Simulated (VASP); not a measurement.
# LaCu2 (P6/mmm) in VASP: a series of runs, part 2 of 2

VASP 6.6.1. Earlier steps stand in the parts before.

### 4 Single point, LDA

Input file INCAR:

```
PREC = Accurate ; ENCUT = 520
EDIFF = 1E-6 ; ISMEAR = 1
SIGMA = 0.1 ; LREAL = F
LASPH = T ; NELM = 100
ALGO = Normal ; ISIF = 2
LWAVE = F ; LCHARG = F
NBANDS = 24
```

Input file KPOINTS:

```
Automatic mesh
0
Gamma
  5 5 5
```

Input file POSCAR:

```
LaCu2
1.0
    4.3450000000      0.0000000000      0.0000000000
   -2.1725000000      3.7628800000      0.0000000000
    0.0000000000      0.0000000000      3.8190000000
La Cu
1 2
Direct
    0.0000000000      0.0000000000      0.0000000000
    0.3333333333      0.6666666667      0.5000000000
    0.6666666667      0.3333333333      0.5000000000
```

Potentials or basis: VASP PAW LDA potentials, release 64 (La, Cu).

Command:

```console
$ cat potpaw_LDA.64/La/POTCAR potpaw_LDA.64/Cu/POTCAR > POTCAR
$ mpirun -np 1 vasp_std > vasp.out
```

OUTCAR:

```text
PREC = Accurate
   ENCUT = 520
   EDIFF = 1E-6
   ISMEAR = 1
   LREAL = F
   LASPH = T
   NELM = 100
   ISIF = 2

 ion  position               nearest neighbor table
   1  0.000  0.000  0.000-   2 3.15   2 3.15   3 3.15   3 3.15   2 3.15   3 3.15   2 3.15   3 3.15
                             3 3.15   3 3.15   2 3.15   2 3.15
   2  0.333  0.667  0.500-   3 2.51   3 2.51   3 2.51   1 3.15   1 3.15   1 3.15   1 3.15   1 3.15
                             1 3.15
   3  0.667  0.333  0.500-   2 2.51   2 2.51   2 2.51   1 3.15   1 3.15   1 3.15   1 3.15   1 3.15
                             1 3.15

  LATTYP: Found a hexagonal cell.
 ALAT       =     4.3450000000
 C/A-ratio  =     0.8789413119

  Lattice vectors:

 A1 = (   4.3450000000,   0.0000000000,   0.0000000000)
 A2 = (  -2.1725000000,   3.7628800000,   0.0000000000)
 A3 = (   0.0000000000,   0.0000000000,   3.8190000000)

Analysis of symmetry for initial positions (statically):
=====================================================================
 Subroutine PRICEL returns:
 Original cell was already a primitive cell.

 Routine SETGRP: Setting up the symmetry group for a
 hexagonal supercell.

 Subroutine GETGRP returns: Found 24 space group operations
 (whereof 24 operations were pure point group operations)
 out of a pool of 24 trial point group operations.

The static configuration has the point symmetry D_6h.

Analysis of symmetry for dynamics (positions and initial velocities):
=====================================================================
 Subroutine PRICEL returns:
 Original cell was already a primitive cell.

 Routine SETGRP: Setting up the symmetry group for a
 hexagonal supercell.

 Subroutine GETGRP returns: Found 24 space group operations
 (whereof 24 operations were pure point group operations)
 out of a pool of 24 trial point group operations.

The dynamic configuration has the point symmetry D_6h.

 Subroutine INISYM returns: Found 24 space group operations
 (whereof 24 operations are pure point group operations),
 and found     1 'primitive' translations

----------------------------------------------------------------------------------------

                                     Primitive cell

  volume of cell :      62.4396

  direct lattice vectors                    reciprocal lattice vectors
     4.345000000  0.000000000  0.000000000     0.230149597  0.132876945  0.000000000
    -2.172500000  3.762880000  0.000000000     0.000000000  0.265753891  0.000000000
     0.000000000  0.000000000  3.819000000     0.000000000  0.000000000  0.261848651

  length of vectors
     4.345000000  4.344999671  3.819000000     0.265753871  0.265753891  0.261848651

  position of ions in fractional coordinates (direct lattice)
     0.000000000  0.000000000  0.000000000
     0.333333333  0.666666667  0.500000000
     0.666666667  0.333333333  0.500000000

  ion indices of the primitive-cell ions
   primitive index   ion index
                 1           1
                 2           2
                 3           3

[... 26 lines left out ...]
 Following reciprocal coordinates:
            Coordinates               Weight
  0.000000  0.000000  0.000000      1.000000
  0.200000 -0.000000  0.000000      6.000000
  0.400000  0.000000  0.000000      6.000000
  0.200000  0.200000  0.000000      6.000000
  0.400000  0.200000  0.000000      6.000000
  0.000000  0.000000  0.200000      2.000000
  0.200000 -0.000000  0.200000     12.000000
  0.400000  0.000000  0.200000     12.000000
  0.200000  0.200000  0.200000     12.000000
  0.400000  0.200000  0.200000     12.000000
  0.000000  0.000000  0.400000      2.000000
  0.200000 -0.000000  0.400000     12.000000
  0.400000  0.000000  0.400000     12.000000
  0.200000  0.200000  0.400000     12.000000
  0.400000  0.200000  0.400000     12.000000
   k-points           NKPTS =     15   k-points in BZ     NKDIM =     15   number of bands    NBANDS=     24
   number of dos      NEDOS =    301   number of ions     NIONS =      3
   total plane-waves  NPLWV =  28672
   dimension x,y,z NGX =    32 NGY =   32 NGZ =   28
   dimension x,y,z NGXF=    64 NGYF=   64 NGZF=   56
   ions per type =               1   2
   NGX,Y,Z   is equivalent  to a cutoff of  12.24, 12.24, 12.19 a.u.
   NGXF,Y,Z  is equivalent  to a cutoff of  24.49, 24.49, 24.38 a.u.
 SYSTEM =  unknown system
   PREC   = accura    normal or accurate (medium, high low for compatibility)
   ISTART =      0    job   : 0-new  1-cont  2-samecut
   ICHARG =      2    charge: 1-file 2-atom 10-const
   ISPIN  =      1    spin polarized calculation?
   LNONCOLLINEAR =      F non collinear calculations
   LSORBIT =      F    spin-orbit coupling
   LASPH  =      T    aspherical Exc in radial PAW
   ENCUT  =  520.0 eV  38.22 Ry    6.18 a.u.   8.08  8.08  7.10*2*pi/ulx,y,z
   NELM   =    100;   NELMIN=  2; NELMDL= -5     # of ELM steps
   EDIFF  = 0.1E-05   stopping-criterion for ELM
   LREAL  =      F    real-space projection
   EDIFFG = 0.1E-04   stopping-criterion for IOM
   NSW    =      0    number of steps for IOM
   IBRION =     -1    ionic relax: 0-MD 1-quasi-New 2-CG
   NFREE  =      0    steps in history (QN), initial steepest desc. (CG)
   ISIF   =      2    stress and relaxation
   ISYM   =      2    0-nonsym 1-usesym 2-fastsym
   POTIM  = 0.5000    time-step for ionic-motion
   TEBEG  =    0.0;   TEEND  =   0.0 temperature during run
   PSTRESS=    0.0 pullay stress
   NELECT =      33.0000    total number of electrons
   NUPDOWN=      -1.0000    fix difference up-down
   EMIN   =  10.00;   EMAX   =-10.00  energy-range for DOS
   EFERMI =   0.00;   METHOD = LEGACY
   ISMEAR =     1;   SIGMA  =   0.10  broadening in eV -4-tet -1-fermi 0-gaus
   EFERMI_NEDOS =   21; number of points for ismear=-14 and -15
   IALGO  =     38    algorithm
   IMIX   =      4    mixing-type and parameters
     AMIX     =   0.40;   BMIX     =  1.00
     AMIX_MAG =   1.60;   BMIX_MAG =  1.00
  volume/ion in A,a.u.               =      20.81       140.45
  Fermi-wavevector in a.u.,A,eV,Ry     =   1.323608  2.501257 23.836583  1.751939
  Thomas-Fermi vector in A             =   2.453204
   LORBIT       =      0    0 simple, 1 ext, 2 COOP (PROOUT), +10 PAW based schemes
   GGA     = CA    functional components
   LHFCALC =     F    Hartree Fock is set to
   AEXX    =    0.0000 exact exchange contribution
   IVDW    =     0    specifies the selected vdW correction
   LEPSILON=     F    determine dielectric tensor
   LRPA    =     F    only Hartree local field effects (RPA)
 non-spin polarized calculation
 Methfessel and Paxton  Order N= 1 SIGMA  =   0.10
  energy-cutoff  :      520.00
  volume of cell :       62.44
 maximum number of plane-waves:      1692
   NGX = 17   NGY = 17   NGZ = 15

 number of electron      32.9999971 magnetization

 Free energy of the ion-electron system (eV)
  ---------------------------------------------------
  ext. energy  EPLUGINS =         0.00000000
  ---------------------------------------------------
  free energy    TOTEN  =       -15.38063558 eV

  energy without entropy =      -15.38304253  energy(sigma->0) =      -15.38143790

 E-fermi :   7.2062     XC(G=0): -10.9672

 val. band max:        7.1349018313   @ k =   0.4000   0.2000   0.4000
 cond. band min:       7.3218538761   @ k =   0.2000   0.2000   0.0000
 fundamental gap:      0.1869520448
 Fermi energy:         7.2062098602

 k-point     1 :       0.0000    0.0000    0.0000
  band No.  band energies     occupation
      1     -25.3016      2.00000
      2      -8.9320      2.00000
      3      -8.9320      2.00000
      4      -8.7827      2.00000
      5       0.8951      2.00000
      6       3.3642      2.00000
[... 394 lines left out ...]
     23       9.2720      0.00000
     24       9.2845      0.00000

------------------------ aborting loop because EDIFF is reached ----------------------------------------

  FORCE on cell =-STRESS in cart. coord.  units (eV):
  Direction    XX          YY          ZZ          XY          YZ          ZX
  --------------------------------------------------------------------------------------
  -------------------------------------------------------------------------------------
  Total       -2.6424106     -2.6424100     -2.1893984      0.0000000      0.0000000      0.0000000
  in kB      -67.8033372    -67.8033235    -56.1792035      0.0000000      0.0000000      0.0000000
  external PRESSURE =     -63.9286214 kB  Pullay stress =       0.0000000 kB

 VOLUME and BASIS-vectors are now :
 -----------------------------------------------------------------------------
  energy-cutoff  :      520.00
  volume of cell :       62.44
      direct lattice vectors                 reciprocal lattice vectors
     4.345000000  0.000000000  0.000000000     0.230149597  0.132876945  0.000000000
    -2.172500000  3.762880000  0.000000000     0.000000000  0.265753891  0.000000000
     0.000000000  0.000000000  3.819000000     0.000000000  0.000000000  0.261848651

 POSITION                                       TOTAL-FORCE (eV/Angst)
 -----------------------------------------------------------------------------------
      0.00000      0.00000      0.00000         0.000000      0.000000      0.000000
     -0.00000      2.50859      1.90950         0.000000      0.000000      0.000000
      2.17250      1.25429      1.90950        -0.000000     -0.000000      0.000000
 -----------------------------------------------------------------------------------
    total drift:                                0.000000      0.000000     -0.000000

  FREE ENERGIE OF THE ION-ELECTRON SYSTEM (eV)
  ---------------------------------------------------
  free  energy   TOTEN  =       -15.3806355815 eV

  energy  without entropy=      -15.3830425324  energy(sigma->0) =      -15.38143790
```

Run time: 36 s. Hardware: 1 thread of Intel Xeon Platinum 8259CL at 2.50GHz (Skylake/Cascade Lake), shared host; peak memory 0.17 GiB.

Results:

```
Free energy            : -15.3806 eV
Pressure               : -6.4 GPa
Band gap on the k mesh : zero (an odd number of electrons rules out a gap without spin polarisation)
```

Caveat: the cell stands under tension; spin-orbit coupling is left out, which moves the levels of the heavy elements.

### 5 Single point, LDA

Input file INCAR:

```
  PREC = Accurate
  ENCUT = 520
  EDIFF = 1E-6
  ISMEAR = 1
  SIGMA = 0.1
  LREAL = False
  LASPH = True
  NELM = 100
  ALGO = Normal
  ISIF = 2
  LWAVE = False
  LCHARG = False
  NBANDS = 24
```

Input file KPOINTS:

```
regular mesh
0
Gamma
  6 6 6
```

POSCAR is that of step 4.

Command:

```console
$ cat potpaw_LDA.64/La/POTCAR potpaw_LDA.64/Cu/POTCAR > POTCAR
$ mpirun -np 1 vasp_std > vasp.out
```

Wall time 66 s (1 thread of Intel Xeon Platinum 8259CL at 2.50GHz (Skylake/Cascade Lake), shared host); peak memory 0.19 GiB.

Results (log left out):

| Quantity | Value |
| --- | --- |
| Free energy | -15.3699 eV |
| Pressure | -6.3 GPa |
| Band gap on the k mesh | zero (an odd number of electrons rules out a gap without spin polarisation) |

Stress tensor (GPa, compression positive):
```
-6.76  0.00  0.00
 0.00 -6.76  0.00
 0.00  0.00 -5.28
```

Levels at points of the mesh, in eV from the Fermi level:
```csv
k point,band 14,band 15,band 16,band 17,band 18,band 19
"(0.00, 0.00, 0.00)",-2.58,-2.58,0.33,0.33,0.63,1.61
"(0.50, 0.00, 0.00)",-2.39,-2.28,-1.59,0.69,1.18,1.72
"(0.00, 0.00, 0.50)",-2.42,-2.42,-2.38,1.53,1.53,1.62
"(0.50, 0.00, 0.50)",-2.25,-1.92,-0.77,-0.54,-0.43,1.19
```

Caveat: the cell stands under tension; spin-orbit coupling is left out, which moves the levels of the heavy elements.

### 6 Overview

| k mesh | gap on the mesh (eV) | pressure (GPa) |
| --- | --- | --- |
| 2 × 2 × 2 | none | -6.7 |
| 3 × 3 × 3 | none | -7.2 |
| 5 × 5 × 5 | none | -6.4 |
| 6 × 6 × 6 | none | -6.3 |

Alike in all rows: task single point; level LDA; potentials or basis VASP PAW LDA potentials, release 64 (La, Cu); no spin polarisation; cell as given; cutoff (eV) 520; smearing methfessel-paxton 0.1 eV.

Caveats: some runs use coarse meshes; spin-orbit coupling is left out, which moves the levels of the heavy elements; the cell stands under tension (at least some runs).

Total energies depend on the potentials used, so only differences within one code and one set of settings carry meaning.
